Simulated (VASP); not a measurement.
# Hf3O2 (P-3m1) in VASP: further runs

The runs below take Hf3O2 through single point, relaxation of cell and atoms, with PBE.

Program: VASP 6.6.1. These are calculated values, not measurements. Logs are shortened: lines on timing, memory, paths and dates and some standing lists are left out, and cuts for length are marked.

### 1 The cell of the first run

The structure is trigonal, space group P-3m1 (No. 164). Conventional cell: a = 3.769 Å, b = 3.769 Å, c = 5.864 Å, α = 90.00°, β = 90.00°, γ = 120.00°. Within 3.4 Å of Hf (site symmetry -3m) lie 6 O at 2.61 Å and 6 Hf at 3.01 Å. Hf (site symmetry 3m) has 4 O at 2.27 to 2.35 Å and 6 Hf at 2.76 to 3.01 Å within 3.1 Å. O (site symmetry 3m) has 7 Hf at 2.27 to 2.61 Å within 3.0 Å.

### 2 Single point, PBE

INCAR

```
PREC = Accurate ; ENCUT = 520
EDIFF = 1E-6 ; ISMEAR = 0
SIGMA = 0.1 ; LREAL = F
LASPH = T ; NELM = 100
ALGO = Normal ; ISIF = 2
LWAVE = F ; LCHARG = F
GGA = PE ; NBANDS = 29
```

KPOINTS

```
Automatic mesh
0
Gamma
  6 6 4
```

POSCAR

```
Hf3O2
1.0
    3.7691533908      0.0000000000      0.0000000000
   -1.8845766954      3.2641825872      0.0000000000
    0.0000000000      0.0000000000      5.8641904278
Hf O
3 2
Direct
    0.0000000000      0.0000000000      0.0000000000
    0.3333333333      0.6666666667      0.6450000000
    0.6666666667      0.3333333333      0.3550000000
    0.3333333333      0.6666666667      0.2450000000
    0.6666666667      0.3333333333      0.7550000000
```

Potentials or basis: VASP PAW PBE potentials, release 64 (Hf_pv, O).

Started as:

```bash
cat potpaw_PBE.64/Hf_pv/POTCAR potpaw_PBE.64/O/POTCAR > POTCAR
mpirun -np 1 vasp_std > vasp.out
```

OUTCAR:

```text
PREC = Accurate
   ENCUT = 520
   EDIFF = 1E-6
   ISMEAR = 0
   LREAL = F
   LASPH = T
   NELM = 100
   ISIF = 2
   GGA = PE

 ion  position               nearest neighbor table
   1  0.000  0.000  0.000-   4 2.61   5 2.61   5 2.61   4 2.61   5 2.61   4 2.61   2 3.01   3 3.01
                             2 3.01   3 3.01   3 3.01   2 3.01
   2  0.333  0.667  0.645-   5 2.27   5 2.27   5 2.27   4 2.35   3 2.76   3 2.76   3 2.76   1 3.01
                             1 3.01   1 3.01
   3  0.667  0.333  0.355-   4 2.27   4 2.27   4 2.27   5 2.35   2 2.76   2 2.76   2 2.76   1 3.01
                             1 3.01   1 3.01
   4  0.333  0.667  0.245-   3 2.27   3 2.27   3 2.27   2 2.35   1 2.61   1 2.61   1 2.61
   5  0.667  0.333  0.755-   2 2.27   2 2.27   2 2.27   3 2.35   1 2.61   1 2.61   1 2.61

  LATTYP: Found a hexagonal cell.
 ALAT       =     3.7691533908
 C/A-ratio  =     1.5558375634

  Lattice vectors:

 A1 = (   3.7691533908,   0.0000000000,   0.0000000000)
 A2 = (  -1.8845766954,   3.2641825872,   0.0000000000)
 A3 = (   0.0000000000,   0.0000000000,   5.8641904278)

Analysis of symmetry for initial positions (statically):
=====================================================================
 Subroutine PRICEL returns:
 Original cell was already a primitive cell.

 Routine SETGRP: Setting up the symmetry group for a
 hexagonal supercell.

 Subroutine GETGRP returns: Found 12 space group operations
 (whereof 12 operations were pure point group operations)
 out of a pool of 24 trial point group operations.

The static configuration has the point symmetry D_3d.

Analysis of symmetry for dynamics (positions and initial velocities):
=====================================================================
 Subroutine PRICEL returns:
 Original cell was already a primitive cell.

 Routine SETGRP: Setting up the symmetry group for a
 hexagonal supercell.

 Subroutine GETGRP returns: Found 12 space group operations
 (whereof 12 operations were pure point group operations)
 out of a pool of 24 trial point group operations.

The dynamic configuration has the point symmetry D_3d.

 Subroutine INISYM returns: Found 12 space group operations
 (whereof 12 operations are pure point group operations),
 and found     1 'primitive' translations

----------------------------------------------------------------------------------------

                                     Primitive cell

  volume of cell :      72.1483

  direct lattice vectors                    reciprocal lattice vectors
     3.769153391  0.000000000  0.000000000     0.265311569  0.153177706  0.000000000
    -1.884576695  3.264182587  0.000000000     0.000000000  0.306355412  0.000000000
     0.000000000  0.000000000  5.864190428     0.000000000  0.000000000  0.170526522

  length of vectors
     3.769153391  3.769153391  5.864190428     0.306355412  0.306355412  0.170526522

  position of ions in fractional coordinates (direct lattice)
     0.000000000  0.000000000  0.000000000
     0.333333333  0.666666667  0.645000000
     0.666666667  0.333333333  0.355000000
     0.333333333  0.666666667  0.245000000
     0.666666667  0.333333333  0.755000000

  ion indices of the primitive-cell ions
   primitive index   ion index
                 1           1
                 2           2
                 3           3
                 4           4
                 5           5

----------------------------------------------------------------------------------------

 KPOINTS: Automatic mesh

Automatic generation of k-mesh.
 Grid dimensions read from file:
 generate k-points for:    6    6    4

 Generating k-lattice:

  Cartesian coordinates                     Fractional coordinates (reciprocal lattice)
     0.044218595  0.025529618  0.000000000     0.166666667  0.000000000  0.000000000
     0.000000000  0.051059235  0.000000000     0.000000000  0.166666667  0.000000000
     0.000000000  0.000000000  0.042631631     0.000000000  0.000000000  0.250000000

  Length of vectors
     0.051059235  0.051059235  0.042631631

  Shift w.r.t. Gamma in fractional coordinates (k-lattice)
     0.000000000  0.000000000  0.000000000

 Subroutine IBZKPT returns following result:
 ===========================================

 Found     24 irreducible k-points:

 Following reciprocal coordinates:
            Coordinates               Weight
  0.000000  0.000000  0.000000      1.000000
  0.166667  0.000000  0.000000      6.000000
  0.333333  0.000000  0.000000      6.000000
  0.500000  0.000000  0.000000      3.000000
  0.166667  0.166667  0.000000      6.000000
  0.333333  0.166667  0.000000     12.000000
[... 16 lines left out ...]
  0.333333  0.166667  0.500000     12.000000
  0.333333  0.333333  0.500000      2.000000
   k-points           NKPTS =     24   k-points in BZ     NKDIM =     24   number of bands    NBANDS=     29
   number of dos      NEDOS =    301   number of ions     NIONS =      5
   total plane-waves  NPLWV =  37632
   dimension x,y,z NGX =    28 NGY =   28 NGZ =   48
   dimension x,y,z NGXF=    56 NGYF=   56 NGZF=   96
   ions per type =               3   2
   NGX,Y,Z   is equivalent  to a cutoff of  12.35, 12.35, 13.61 a.u.
   NGXF,Y,Z  is equivalent  to a cutoff of  24.70, 24.70, 27.22 a.u.
 SYSTEM =  unknown system
   PREC   = accura    normal or accurate (medium, high low for compatibility)
   ISTART =      0    job   : 0-new  1-cont  2-samecut
   ICHARG =      2    charge: 1-file 2-atom 10-const
   ISPIN  =      1    spin polarized calculation?
   LNONCOLLINEAR =      F non collinear calculations
   LSORBIT =      F    spin-orbit coupling
   LASPH  =      T    aspherical Exc in radial PAW
   ENCUT  =  520.0 eV  38.22 Ry    6.18 a.u.   7.01  7.01 10.90*2*pi/ulx,y,z
   NELM   =    100;   NELMIN=  2; NELMDL= -5     # of ELM steps
   EDIFF  = 0.1E-05   stopping-criterion for ELM
   LREAL  =      F    real-space projection
   EDIFFG = 0.1E-04   stopping-criterion for IOM
   NSW    =      0    number of steps for IOM
   IBRION =     -1    ionic relax: 0-MD 1-quasi-New 2-CG
   NFREE  =      0    steps in history (QN), initial steepest desc. (CG)
   ISIF   =      2    stress and relaxation
   ISYM   =      2    0-nonsym 1-usesym 2-fastsym
   POTIM  = 0.5000    time-step for ionic-motion
   TEBEG  =    0.0;   TEEND  =   0.0 temperature during run
   PSTRESS=    0.0 pullay stress
   NELECT =      42.0000    total number of electrons
   NUPDOWN=      -1.0000    fix difference up-down
   EMIN   =  10.00;   EMAX   =-10.00  energy-range for DOS
   EFERMI =   0.00;   METHOD = LEGACY
   ISMEAR =     0;   SIGMA  =   0.10  broadening in eV -4-tet -1-fermi 0-gaus
   EFERMI_NEDOS =   21; number of points for ismear=-14 and -15
   IALGO  =     38    algorithm
   IMIX   =      4    mixing-type and parameters
     AMIX     =   0.40;   BMIX     =  1.00
     AMIX_MAG =   1.60;   BMIX_MAG =  1.00
  volume/ion in A,a.u.               =      14.43        97.38
  Fermi-wavevector in a.u.,A,eV,Ry     =   1.366939  2.583140 25.422791  1.868522
  Thomas-Fermi vector in A             =   2.493036
   LORBIT       =      0    0 simple, 1 ext, 2 COOP (PROOUT), +10 PAW based schemes
   GGA     = PE    functional components
   LHFCALC =     F    Hartree Fock is set to
   AEXX    =    0.0000 exact exchange contribution
   IVDW    =     0    specifies the selected vdW correction
   LEPSILON=     F    determine dielectric tensor
   LRPA    =     F    only Hartree local field effects (RPA)
 non-spin polarized calculation
 Gauss-broadening in eV      SIGMA  =   0.10
  energy-cutoff  :      520.00
  volume of cell :       72.15
 maximum number of plane-waves:      1961
   NGX = 13   NGY = 13   NGZ = 21

 number of electron      42.0000003 magnetization

 Free energy of the ion-electron system (eV)
  ---------------------------------------------------
  ext. energy  EPLUGINS =         0.00000000
  ---------------------------------------------------
  free energy    TOTEN  =       -44.79664656 eV

  energy without entropy =      -44.78518352  energy(sigma->0) =      -44.79091504

 E-fermi :   6.5989     XC(G=0): -11.9422

 val. band max:        6.5635445623   @ k =   0.1667   0.0000   0.5000
 cond. band min:       6.6114530633   @ k =   0.1667   0.1667   0.0000
 fundamental gap:      0.0479085011
 Fermi energy:         6.5989391077

 k-point     1 :       0.0000    0.0000    0.0000
  band No.  band energies     occupation
      1     -25.0594      2.00000
      2     -24.8387      2.00000
      3     -24.8387      2.00000
      4     -24.5812      2.00000
      5     -24.5392      2.00000
      6     -24.5392      2.00000
[... 21 lines left out ...]
     28       9.5068      0.00000
     29       9.5080      0.00000

 k-point     2 :       0.1667    0.0000    0.0000
  band No.  band energies     occupation
      1     -25.1050      2.00000
      2     -24.9355      2.00000
      3     -24.8708      2.00000
      4     -24.5571      2.00000
      5     -24.5391      2.00000
      6     -24.5282      2.00000
[... 21 lines left out ...]
     28       9.6601      0.00000
     29      10.1812      0.00000

 k-point     3 :       0.3333    0.0000    0.0000
  band No.  band energies     occupation
      1     -25.1438      2.00000
      2     -25.0332      2.00000
      3     -24.9300      2.00000
      4     -24.7162      2.00000
      5     -24.5530      2.00000
      6     -24.5422      2.00000
[... 21 lines left out ...]
     28       9.8126      0.00000
     29      10.6853      0.00000

 k-point     4 :       0.5000    0.0000    0.0000
  band No.  band energies     occupation
      1     -25.1282      2.00000
      2     -25.0230      2.00000
      3     -24.9576      2.00000
      4     -24.9127      2.00000
      5     -24.5561      2.00000
      6     -24.5448      2.00000
[... 597 lines left out ...]
     28       9.8695      0.00000
     29      10.7445      0.00000

 k-point    23 :       0.3333    0.1667    0.5000
  band No.  band energies     occupation
      1     -25.1756      2.00000
      2     -25.0611      2.00000
      3     -25.0060      2.00000
      4     -24.6786      2.00000
      5     -24.6230      2.00000
      6     -24.5756      2.00000
[... 21 lines left out ...]
     28       9.8242      0.00000
     29      10.6305      0.00000

 k-point    24 :       0.3333    0.3333    0.5000
  band No.  band energies     occupation
      1     -25.1349      2.00000
      2     -25.1265      2.00000
      3     -25.1265      2.00000
      4     -24.6050      2.00000
      5     -24.6050      2.00000
      6     -24.5416      2.00000
[... 21 lines left out ...]
     28      10.1418      0.00000
     29      10.1418      0.00000

------------------------ aborting loop because EDIFF is reached ----------------------------------------

  FORCE on cell =-STRESS in cart. coord.  units (eV):
  Direction    XX          YY          ZZ          XY          YZ          ZX
  --------------------------------------------------------------------------------------
  -------------------------------------------------------------------------------------
  Total       -2.2266778     -2.2266778      7.2891673     -0.0000000      0.0000000     -0.0000000
  in kB      -49.4471925    -49.4471925    161.8684387     -0.0000000      0.0000000     -0.0000000
  external PRESSURE =      20.9913513 kB  Pullay stress =       0.0000000 kB

 VOLUME and BASIS-vectors are now :
 -----------------------------------------------------------------------------
  energy-cutoff  :      520.00
  volume of cell :       72.15
      direct lattice vectors                 reciprocal lattice vectors
     3.769153391  0.000000000  0.000000000     0.265311569  0.153177706  0.000000000
    -1.884576695  3.264182587  0.000000000     0.000000000  0.306355412  0.000000000
     0.000000000  0.000000000  5.864190428     0.000000000  0.000000000  0.170526522

 POSITION                                       TOTAL-FORCE (eV/Angst)
 -----------------------------------------------------------------------------------
      0.00000      0.00000      0.00000        -0.000000      0.000000      0.000000
     -0.00000      2.17612      3.78240        -0.000000     -0.000000      2.484533
      1.88458      1.08806      2.08179        -0.000000      0.000000     -2.484533
     -0.00000      2.17612      1.43673         0.000000      0.000000      0.860939
      1.88458      1.08806      4.42746         0.000000     -0.000000     -0.860939
 -----------------------------------------------------------------------------------
    total drift:                                0.000000     -0.000000      0.000000

  FREE ENERGIE OF THE ION-ELECTRON SYSTEM (eV)
  ---------------------------------------------------
  free  energy   TOTEN  =       -44.7966465597 eV

  energy  without entropy=      -44.7851835190  energy(sigma->0) =      -44.79091504
```

It took 78 s on 1 thread of Intel Xeon Platinum 8259CL at 2.50GHz (Skylake/Cascade Lake), shared host; peak memory 0.2 GiB.

What came out:

- Free energy: -44.7966 eV
- Pressure: 2.1 GPa
- Largest force: 2.485 eV/Å
- Band gap on the k mesh: zero (bands 21 and 22 overlap by 0.81 eV)

Forces on the atoms (eV/Å):
```
Hf   0.000  0.000  0.000
Hf   0.000  0.000  2.485
Hf   0.000  0.000 -2.485
O    0.000  0.000  0.861
O    0.000  0.000 -0.861
```

Levels at points of the mesh, in eV from the Fermi level:
```csv
k point,band 18,band 19,band 20,band 21,band 22,band 23,band 24,band 25
"(0.00, 0.00, 0.00)",-3.95,-1.96,-1.96,-0.84,1.80,2.36,2.36,2.49
"(0.50, 0.00, 0.00)",-2.60,-1.25,-0.62,-0.53,0.40,0.92,1.50,2.26
"(0.00, 0.00, 0.50)",-1.83,-1.41,-0.49,-0.49,-0.48,-0.48,0.17,1.88
"(0.50, 0.00, 0.50)",-1.68,-1.51,-1.20,0.33,0.38,1.23,1.99,2.14
```

Caveat: spin-orbit coupling is left out, which moves the levels of the heavy elements; forces of over 1 eV/Å act on the atoms, so gaps and moduli don't describe the material at rest.

### 3 Single point, PBE

This run uses another cell than the first one, of 18.13 Å³/atom.

INCAR

```
PREC = Accurate
ENCUT = 520
EDIFF = 1E-6
ISMEAR = 0
SIGMA = 0.1
LREAL = False
LASPH = True
NELM = 60
ALGO = Normal
ISIF = 2
LWAVE = False
LCHARG = False
GGA = PE
NBANDS = 29
```

KPOINTS

```
regular mesh
0
Gamma
  6 6 4
```

POSCAR

```
Hf3O2
1.0
    3.2714464686      0.0000000000      0.0000000000
   -1.6357232343      2.8331557489      0.0000000000
    0.0000000000      0.0000000000      9.7789479660
Hf O
3 2
Direct
    0.0000000000      0.0000000000      0.0000000000
    0.3333333333      0.6666666667      0.7296347670
    0.6666666667      0.3333333333      0.2703652330
    0.3333333333      0.6666666667      0.3601303204
    0.6666666667      0.3333333333      0.6398696796
```

Potentials or basis: VASP PAW PBE potentials, release 64 (Hf_pv, O).

Started as:

```bash
cat potpaw_PBE.64/Hf_pv/POTCAR potpaw_PBE.64/O/POTCAR > POTCAR
mpirun -np 1 vasp_std > vasp.out
```

OUTCAR:

```text
PREC = Accurate
   ENCUT = 520
   EDIFF = 1E-6
   ISMEAR = 0
   LREAL = False
   LASPH = True
   NELM = 60
   ISIF = 2
   GGA = PE

 ion  position               nearest neighbor table
   1  0.000  0.000  0.000-   2 3.25   3 3.25   2 3.25   3 3.25   3 3.25   2 3.25
   2  0.333  0.667  0.730-   5 2.08   5 2.08   5 2.08   1 3.25   1 3.25   1 3.25
   3  0.667  0.333  0.270-   4 2.08   4 2.08   4 2.08   1 3.25   1 3.25   1 3.25
   4  0.333  0.667  0.360-   3 2.08   3 2.08   3 2.08
   5  0.667  0.333  0.640-   2 2.08   2 2.08   2 2.08

  LATTYP: Found a hexagonal cell.
 ALAT       =     3.2714464686
 C/A-ratio  =     2.9891817151

  Lattice vectors:

 A1 = (   3.2714464686,   0.0000000000,   0.0000000000)
 A2 = (  -1.6357232343,   2.8331557489,   0.0000000000)
 A3 = (   0.0000000000,   0.0000000000,   9.7789479660)

Analysis of symmetry for initial positions (statically):
=====================================================================
 Subroutine PRICEL returns:
 Original cell was already a primitive cell.

 Routine SETGRP: Setting up the symmetry group for a
 hexagonal supercell.

[... 171 lines left out ...]
 E-fermi :   4.0521     XC(G=0): -10.5525

 val. band max:        4.0515351715   @ k =  -0.1667   0.5000   0.2500
 cond. band min:       4.0777661231   @ k =   0.1667   0.1667   0.0000
 fundamental gap:      0.0262309516
 Fermi energy:         4.0521412169

 k-point     1 :       0.0000    0.0000    0.0000
  band No.  band energies     occupation
      1     -27.2744      2.00000
      2     -27.2496      2.00000
      3     -26.9682      2.00000
      4     -26.9682      2.00000
      5     -26.9677      2.00000
      6     -26.9677      2.00000
[... 757 lines left out ...]
     28       7.7925      0.00000
     29       7.7925      0.00000

------------------------ aborting loop because EDIFF is reached ----------------------------------------

  FORCE on cell =-STRESS in cart. coord.  units (eV):
  Direction    XX          YY          ZZ          XY          YZ          ZX
  --------------------------------------------------------------------------------------
  -------------------------------------------------------------------------------------
  Total       -0.7837429     -0.7837429     -0.2417937      0.0000000      0.0000000      0.0000000
  in kB      -13.8542118    -13.8542118     -4.2741831      0.0000000      0.0000000      0.0000000
  external PRESSURE =     -10.6608689 kB  Pullay stress =       0.0000000 kB

 VOLUME and BASIS-vectors are now :
 -----------------------------------------------------------------------------
  energy-cutoff  :      520.00
  volume of cell :       90.64
      direct lattice vectors                 reciprocal lattice vectors
     3.271446469  0.000000000  0.000000000     0.305675184  0.176481650  0.000000000
    -1.635723234  2.833155749  0.000000000     0.000000000  0.352963299  0.000000000
     0.000000000  0.000000000  9.778947966     0.000000000  0.000000000  0.102260489

 POSITION                                       TOTAL-FORCE (eV/Angst)
 -----------------------------------------------------------------------------------
      0.00000      0.00000      0.00000         0.000000      0.000000      0.000000
     -0.00000      1.88877      7.13506         0.000000     -0.000000     -0.145488
      1.63572      0.94439      2.64389         0.000000      0.000000      0.145488
     -0.00000      1.88877      3.52170        -0.000000      0.000000     -0.147879
      1.63572      0.94439      6.25725        -0.000000     -0.000000      0.147879
 -----------------------------------------------------------------------------------
    total drift:                               -0.000000     -0.000000     -0.000000

  FREE ENERGIE OF THE ION-ELECTRON SYSTEM (eV)
  ---------------------------------------------------
  free  energy   TOTEN  =       -49.0442889767 eV

  energy  without entropy=      -49.0175842037  energy(sigma->0) =      -49.03093659
```

Wall time 93 s (1 thread of Intel Xeon Platinum 8259CL at 2.50GHz (Skylake/Cascade Lake), shared host); peak memory 0.22 GiB.

Results:

| Property | Result |
| --- | --- |
| Free energy | -49.0443 eV |
| Pressure | -1.1 GPa |
| Largest force | 0.148 eV/Å |
| Band gap on the k mesh | zero (bands 21 and 22 overlap by 2.09 eV) |

Forces in eV/Å, atoms in the order of the input:
```
Hf   0.000  0.000  0.000
Hf   0.000  0.000 -0.145
Hf   0.000  0.000  0.145
O    0.000  0.000 -0.148
O    0.000  0.000  0.148
```

Caveat: the k points lie up to 0.37 Å⁻¹ apart, too coarse for converged energies and pressures of a metal; spin-orbit coupling is left out, which moves the levels of the heavy elements.

[end of part 1 of 2]
